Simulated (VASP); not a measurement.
# Fe (Fd-3m) in VASP: a series of runs

Fe is run at these levels: PBEsol; tasks: single point.

Program: VASP 6.6.1. These are calculated values, not measurements. Logs are shortened: lines on timing, memory, paths and dates and some standing lists are left out, and cuts for length are marked.

**1. The cell of the first run**

The structure is cubic, space group Fd-3m (No. 227). The conventional cell has a = 4.805 Å, b = 4.805 Å, c = 4.805 Å, α = 90.00°, β = 90.00°, γ = 90.00°. Fe (site symmetry -43m) has 4 Fe at 2.08 Å within 2.8 Å.

**2. Single point, PBEsol, collinear spin, antiferromagnetic start**

INCAR

```
ALGO = Normal
EDIFF = 1E-6
ENCUT = 520
GGA = PS
ISIF = 2
ISMEAR = -1
ISPIN = 2
LASPH = True
LCHARG = False
LMAXMIX = 4
LORBIT = 11
LREAL = False
LWAVE = False
MAGMOM = 2.5 -2.5
NBANDS = 19
NELM = 150
PREC = Accurate
SIGMA = 0.05
```

KPOINTS

```
k-points
0
Gamma
  13 13 13
```

POSCAR

```
Fe
1.0
    0.0000000000      2.4024068985      2.4024068985
    2.4024068985      0.0000000000      2.4024068985
    2.4024068985      2.4024068985      0.0000000000
Fe
2
Direct
    0.1250000000      0.1250000000      0.1250000000
    0.8750000000      0.8750000000      0.8750000000
```

Potentials or basis: VASP PAW PBE potentials, release 64 (Fe).

On the command line:

```console
> cat potpaw_PBE.64/Fe/POTCAR > POTCAR
> mpirun -np 1 vasp_std > vasp.out
```

OUTCAR:

```text
EDIFF = 1E-6
   ENCUT = 520
   GGA = PS
   ISIF = 2
   ISMEAR = -1
   ISPIN = 2
   LASPH = True
   LORBIT = 11
   LREAL = False
   NELM = 150
   PREC = Accurate

 ion  position               nearest neighbor table
   1  0.125  0.125  0.125-   2 2.08   2 2.08   2 2.08   2 2.08
   2  0.875  0.875  0.875-   1 2.08   1 2.08   1 2.08   1 2.08

  LATTYP: Found a face centered cubic cell.
 ALAT       =     4.8048137970

  Lattice vectors:

 A1 = (   0.0000000000,   2.4024068985,   2.4024068985)
 A2 = (   2.4024068985,   0.0000000000,   2.4024068985)
 A3 = (   2.4024068985,   2.4024068985,   0.0000000000)

Analysis of symmetry for initial positions (statically):
=====================================================================
 Subroutine PRICEL returns:
 Original cell was already a primitive cell.

 Routine SETGRP: Setting up the symmetry group for a
 face centered cubic supercell.

 Subroutine GETGRP returns: Found 48 space group operations
 (whereof 12 operations were pure point group operations)
 out of a pool of 48 trial point group operations.

The static configuration has the point symmetry D_3d.
 The point group associated with its full space group is O_h .

Analysis of symmetry for dynamics (positions and initial velocities):
=====================================================================
 Subroutine PRICEL returns:
 Original cell was already a primitive cell.

 Routine SETGRP: Setting up the symmetry group for a
 face centered cubic supercell.

 Subroutine GETGRP returns: Found 48 space group operations
 (whereof 12 operations were pure point group operations)
 out of a pool of 48 trial point group operations.

The dynamic configuration has the point symmetry D_3d.
 The point group associated with its full space group is O_h .

Analysis of structural, dynamic, and magnetic symmetry:
=====================================================================
 Subroutine PRICEL returns:
 Original cell was already a primitive cell.

 Routine SETGRP: Setting up the symmetry group for a
 face centered cubic supercell.

 Subroutine GETGRP returns: Found 48 space group operations
 (whereof 12 operations were pure point group operations)
 out of a pool of 48 trial point group operations.

The overall configuration has the point symmetry D_3d.
 The point group associated with its full space group is O_h .

 Subroutine INISYM returns: Found 48 space group operations
 (whereof 12 operations are pure point group operations),
 and found     1 'primitive' translations

----------------------------------------------------------------------------------------

                                     Primitive cell

  volume of cell :      27.7313

  direct lattice vectors                    reciprocal lattice vectors
     0.000000000  2.402406899  2.402406899    -0.208124610  0.208124610  0.208124610
     2.402406899  0.000000000  2.402406899     0.208124610 -0.208124610  0.208124610
     2.402406899  2.402406899  0.000000000     0.208124610  0.208124610 -0.208124610

  length of vectors
     3.397516418  3.397516418  3.397516418     0.360482400  0.360482400  0.360482400

  position of ions in fractional coordinates (direct lattice)
     0.125000000  0.125000000  0.125000000
     0.875000000  0.875000000  0.875000000

  ion indices of the primitive-cell ions
   primitive index   ion index
                 1           1
                 2           2

----------------------------------------------------------------------------------------

 KPOINTS: k-points

Automatic generation of k-mesh.
 Grid dimensions read from file:
 generate k-points for:   13   13   13

 Generating k-lattice:

  Cartesian coordinates                     Fractional coordinates (reciprocal lattice)
    -0.016009585  0.016009585  0.016009585     0.076923077  0.000000000  0.000000000
     0.016009585 -0.016009585  0.016009585     0.000000000  0.076923077  0.000000000
     0.016009585  0.016009585 -0.016009585     0.000000000  0.000000000  0.076923077

  Length of vectors
     0.027729415  0.027729415  0.027729415

  Shift w.r.t. Gamma in fractional coordinates (k-lattice)
     0.000000000  0.000000000  0.000000000

 Subroutine IBZKPT returns following result:
 ===========================================

 Found     84 irreducible k-points:

 Following reciprocal coordinates:
            Coordinates               Weight
  0.000000  0.000000  0.000000      1.000000
  0.076923  0.000000  0.000000      8.000000
  0.153846  0.000000  0.000000      8.000000
  0.230769  0.000000  0.000000      8.000000
  0.307692  0.000000  0.000000      8.000000
  0.384615  0.000000  0.000000      8.000000
[... 16 lines left out ...]
  0.384615  0.153846  0.000000     24.000000
  0.461538  0.153846  0.000000     24.000000
 [... further k-points ...]
   k-points           NKPTS =     84   k-points in BZ     NKDIM =     84   number of bands    NBANDS=     19
   number of dos      NEDOS =    301   number of ions     NIONS =      2
   total plane-waves  NPLWV =  21952
   dimension x,y,z NGX =    28 NGY =   28 NGZ =   28
   dimension x,y,z NGXF=    56 NGYF=   56 NGZF=   56
   ions per type =               2
   NGX,Y,Z   is equivalent  to a cutoff of  13.70, 13.70, 13.70 a.u.
   NGXF,Y,Z  is equivalent  to a cutoff of  27.40, 27.40, 27.40 a.u.
 SYSTEM =  unknown system
   PREC   = accura    normal or accurate (medium, high low for compatibility)
   ISTART =      0    job   : 0-new  1-cont  2-samecut
   ICHARG =      2    charge: 1-file 2-atom 10-const
   ISPIN  =      2    spin polarized calculation?
   LNONCOLLINEAR =      F non collinear calculations
   LSORBIT =      F    spin-orbit coupling
   LASPH  =      T    aspherical Exc in radial PAW
   ENCUT  =  520.0 eV  38.22 Ry    6.18 a.u.   6.32  6.32  6.32*2*pi/ulx,y,z
   NELM   =    150;   NELMIN=  2; NELMDL= -5     # of ELM steps
   EDIFF  = 0.1E-05   stopping-criterion for ELM
   LREAL  =      F    real-space projection
   EDIFFG = 0.1E-04   stopping-criterion for IOM
   NSW    =      0    number of steps for IOM
   IBRION =     -1    ionic relax: 0-MD 1-quasi-New 2-CG
   NFREE  =      0    steps in history (QN), initial steepest desc. (CG)
   ISIF   =      2    stress and relaxation
   ISYM   =      2    0-nonsym 1-usesym 2-fastsym
   POTIM  = 0.5000    time-step for ionic-motion
   TEBEG  =    0.0;   TEEND  =   0.0 temperature during run
   PSTRESS=    0.0 pullay stress
   NELECT =      16.0000    total number of electrons
   NUPDOWN=      -1.0000    fix difference up-down
   EMIN   =  10.00;   EMAX   =-10.00  energy-range for DOS
   EFERMI =   0.00;   METHOD = LEGACY
   ISMEAR =    -1;   SIGMA  =   0.05  broadening in eV -4-tet -1-fermi 0-gaus
   EFERMI_NEDOS =   21; number of points for ismear=-14 and -15
   IALGO  =     38    algorithm
   IMIX   =      4    mixing-type and parameters
     AMIX     =   0.40;   BMIX     =  1.00
     AMIX_MAG =   1.60;   BMIX_MAG =  1.00
  volume/ion in A,a.u.               =      13.87        93.57
  Fermi-wavevector in a.u.,A,eV,Ry     =   1.362882  2.575474 25.272106  1.857447
  Thomas-Fermi vector in A             =   2.489333
   LORBIT       =     11    0 simple, 1 ext, 2 COOP (PROOUT), +10 PAW based schemes
   GGA     = PS    functional components
   LHFCALC =     F    Hartree Fock is set to
   AEXX    =    0.0000 exact exchange contribution
   IVDW    =     0    specifies the selected vdW correction
   LEPSILON=     F    determine dielectric tensor
   LRPA    =     F    only Hartree local field effects (RPA)
 spin polarized calculation
  energy-cutoff  :      520.00
  volume of cell :       27.73
 maximum number of plane-waves:       757
 NGX is ok and might be reduce to    28
   NGX = 13   NGY = 13   NGZ = 13

 number of electron      16.0000005 magnetization      -0.0000000

 number of electron      16.0000005 magnetization       0.0000000

 Free energy of the ion-electron system (eV)
  ---------------------------------------------------
  ext. energy  EPLUGINS =         0.00000000
  ---------------------------------------------------
  free energy    TOTEN  =       -15.32036280 eV

  energy without entropy =      -15.30111300  energy(sigma->0) =      -15.31073790

 E-fermi :   3.7828     XC(G=0): -11.9079

 val. band max:        3.7678814796   @ k =   0.3846   0.3846   0.0000
 cond. band min:       3.7850782526   @ k =   0.3846   0.0000   0.0000
 fundamental gap:      0.0171967731
 Fermi energy:         3.7828429070

 spin component 1

 k-point     1 :       0.0000    0.0000    0.0000
  band No.  band energies     occupation
      1      -3.1013      1.00000
      2       0.8768      1.00000
      3       0.8768      1.00000
      4       1.2286      1.00000
      5       1.2286      1.00000
      6       1.2286      1.00000
[... 11 lines left out ...]
     18      19.8536      0.00000
     19      21.3257      0.00000

 k-point     2 :       0.0769    0.0000    0.0000
  band No.  band energies     occupation
      1      -2.9750      1.00000
      2       0.8059      1.00000
      3       0.8059      1.00000
      4       1.2358      1.00000
      5       1.3340      1.00000
      6       1.3340      1.00000
[... 11 lines left out ...]
     18      20.8616      0.00000
     19      22.1856      0.00000

 k-point     3 :       0.1538    0.0000    0.0000
  band No.  band energies     occupation
      1      -2.6044      1.00000
      2       0.7151      1.00000
      3       0.7151      1.00000
      4       1.2654      1.00000
      5       1.5057      1.00000
      6       1.5057      1.00000
[... 434 lines left out ...]
      1      -0.6597      1.00000
      2       0.2741      1.00000
      3       1.2483      1.00000
      4       1.3328      1.00000
      5       1.3554      1.00000
      6       1.9429      1.00000
[... 11 lines left out ...]
     18      21.8389      0.00000
     19      24.4467      0.00000

 k-point    24 :       0.4615    0.1538    0.0000
  band No.  band energies     occupation
      1      -0.0036      1.00000
      2       0.3367      1.00000
      3       1.1497      1.00000
      4       1.2542      1.00000
      5       1.4196      1.00000
      6       1.8883      1.00000
[... 11 lines left out ...]
     18      22.6090      0.00000
     19      24.5322      0.00000

 [... further k-points ...]

 spin component 2

 k-point     1 :       0.0000    0.0000    0.0000
  band No.  band energies     occupation
      1      -3.1013      1.00000
      2       0.8768      1.00000
      3       0.8768      1.00000
      4       1.2286      1.00000
      5       1.2286      1.00000
      6       1.2286      1.00000
[... 11 lines left out ...]
     18      19.8536      0.00000
     19      21.3257      0.00000

 k-point     2 :       0.0769    0.0000    0.0000
  band No.  band energies     occupation
      1      -2.9750      1.00000
      2       0.8059      1.00000
      3       0.8059      1.00000
      4       1.2358      1.00000
      5       1.3340      1.00000
      6       1.3340      1.00000
[... 11 lines left out ...]
     18      20.8616      0.00000
     19      22.1856      0.00000

 k-point     3 :       0.1538    0.0000    0.0000
  band No.  band energies     occupation
      1      -2.6044      1.00000
      2       0.7151      1.00000
      3       0.7151      1.00000
      4       1.2654      1.00000
      5       1.5057      1.00000
      6       1.5057      1.00000
[... 434 lines left out ...]
      1      -0.6597      1.00000
      2       0.2741      1.00000
      3       1.2483      1.00000
      4       1.3328      1.00000
      5       1.3554      1.00000
      6       1.9429      1.00000
[... 11 lines left out ...]
     18      21.8389      0.00000
     19      24.4467      0.00000

 k-point    24 :       0.4615    0.1538    0.0000
  band No.  band energies     occupation
      1      -0.0036      1.00000
      2       0.3367      1.00000
      3       1.1497      1.00000
      4       1.2542      1.00000
      5       1.4196      1.00000
      6       1.8883      1.00000
[... 11 lines left out ...]
     18      22.6090      0.00000
     19      24.5322      0.00000

 [... further k-points ...]

------------------------ aborting loop because EDIFF is reached ----------------------------------------

  FORCE on cell =-STRESS in cart. coord.  units (eV):
  Direction    XX          YY          ZZ          XY          YZ          ZX
  --------------------------------------------------------------------------------------
  -------------------------------------------------------------------------------------
  Total       -0.2999550     -0.2999550     -0.2999550      0.0000000     -0.0000000      0.0000000
  in kB      -17.3299377    -17.3299377    -17.3299377      0.0000000     -0.0000000      0.0000000
  external PRESSURE =     -17.3299377 kB  Pullay stress =       0.0000000 kB

 VOLUME and BASIS-vectors are now :
 -----------------------------------------------------------------------------
  energy-cutoff  :      520.00
  volume of cell :       27.73
      direct lattice vectors                 reciprocal lattice vectors
     0.000000000  2.402406899  2.402406899    -0.208124610  0.208124610  0.208124610
     2.402406899  0.000000000  2.402406899     0.208124610 -0.208124610  0.208124610
     2.402406899  2.402406899  0.000000000     0.208124610  0.208124610 -0.208124610

 POSITION                                       TOTAL-FORCE (eV/Angst)
 -----------------------------------------------------------------------------------
      0.60060      0.60060      0.60060         0.000000     -0.000000     -0.000000
      4.20421      4.20421      4.20421        -0.000000      0.000000      0.000000
 -----------------------------------------------------------------------------------
    total drift:                                0.000000     -0.000000     -0.000000

  FREE ENERGIE OF THE ION-ELECTRON SYSTEM (eV)
  ---------------------------------------------------
  free  energy   TOTEN  =       -15.3203627966 eV

  energy  without entropy=      -15.3011130049  energy(sigma->0) =      -15.31073790

 total charge

# of ion       s       p       d       tot
------------------------------------------
    1        0.603   0.465   6.499   7.568
    2        0.603   0.465   6.499   7.568
--------------------------------------------------
tot          1.207   0.931  12.998  15.136

 magnetization (x)

# of ion       s       p       d       tot
------------------------------------------
    1        0.000   0.000   0.000   0.000
    2       -0.000  -0.000  -0.000  -0.000
--------------------------------------------------
tot          0.000   0.000   0.000   0.000
```

It took 49 s on 1 thread of Intel Xeon 6975P-C (Granite Rapids), shared host; peak memory 0.2 GiB.

What came out:

- Free energy: -15.3204 eV
- Pressure: -1.7 GPa
- Band gap on the k mesh: zero (filled and empty bands overlap)
- Net moment: 0.00 μB per cell
- Valence electrons inside the program's atomic spheres: Fe 7.57

Levels at points of the mesh, in eV from the Fermi level:
Spin up:
| k point | band 5 | band 6 | band 7 | band 8 | band 9 | band 10 | band 11 | band 12 |
| --- | --- | --- | --- | --- | --- | --- | --- | --- |
| (0.00, 0.00, 0.00) | -2.55 | -2.55 | -0.41 | -0.41 | -0.41 | 1.33 | 1.33 | 14.70 |
Spin down:
| k point | band 6 | band 7 | band 8 | band 9 | band 10 | band 11 |
| --- | --- | --- | --- | --- | --- | --- |
| (0.00, 0.00, 0.00) | -2.55 | -0.41 | -0.41 | -0.41 | 1.33 | 1.33 |

Caveat: the starting moments collapsed, and a magnetic state may lie lower; the PAW data sets were made with another functional, which shifts forces and pressure a little.

**3. Single point, PBEsol, collinear spin, antiferromagnetic start (volume scaled by 1.04)**

INCAR

```
SYSTEM = Fe
PREC = Accurate ; ENCUT = 520
EDIFF = 1E-6 ; ISMEAR = -1
SIGMA = 0.05 ; LREAL = .FALSE.
LASPH = .TRUE. ; NELM = 150
ALGO = Normal ; ISIF = 2
LWAVE = .FALSE. ; LCHARG = .TRUE.
ISPIN = 2 ; MAGMOM = 2.5 -2.5
LORBIT = 11 ; LMAXMIX = 4
GGA = PS ; LELF = .TRUE.
LVHAR = .TRUE. ; NBANDS = 19
```

KPOINTS

```
regular mesh
0
G
  13 13 13
  0 0 0
```

POSCAR

```
Fe
1.0
    0.0000000000      2.4340211411      2.4340211411
    2.4340211411      0.0000000000      2.4340211411
    2.4340211411      2.4340211411      0.0000000000
Fe
2
Direct
    0.1250000000      0.1250000000      0.1250000000
    0.8750000000      0.8750000000      0.8750000000
```

Potentials or basis: VASP PAW PBE potentials, release 64 (Fe).

On the command line:

```console
> cat potpaw_PBE.64/Fe/POTCAR > POTCAR
> mpirun -np 1 vasp_std > vasp.out
```

Wall time 56 s (1 thread of Intel Xeon 6975P-C (Granite Rapids), shared host); peak memory 0.21 GiB.

The run converged. Its results:

```yaml
Free_energy: -15.2873 eV
Pressure: -7.6 GPa
Band_gap_on_the_k_mesh: zero (filled and empty bands overlap)
Net_moment: 0.00 μB per cell
Valence_electrons_inside_the_program's_atomic_spheres: Fe 7.49
```

Levels at points of the mesh, in eV from the Fermi level:
Spin up:
```
           k point  band 6  band 7  band 8  band 9  band 10  band 11
(0.00, 0.00, 0.00)   -2.44   -0.39   -0.39   -0.39     1.25     1.25
```
Spin down:
```tsv
k point	band 5	band 6	band 7	band 8	band 9	band 10	band 11	band 12
(0.00, 0.00, 0.00)	-2.44	-2.44	-0.39	-0.39	-0.39	1.25	1.25	14.30
```

Caveat: the starting moments collapsed, and a magnetic state may lie lower; the PAW data sets were made with another functional, which shifts forces and pressure a little.
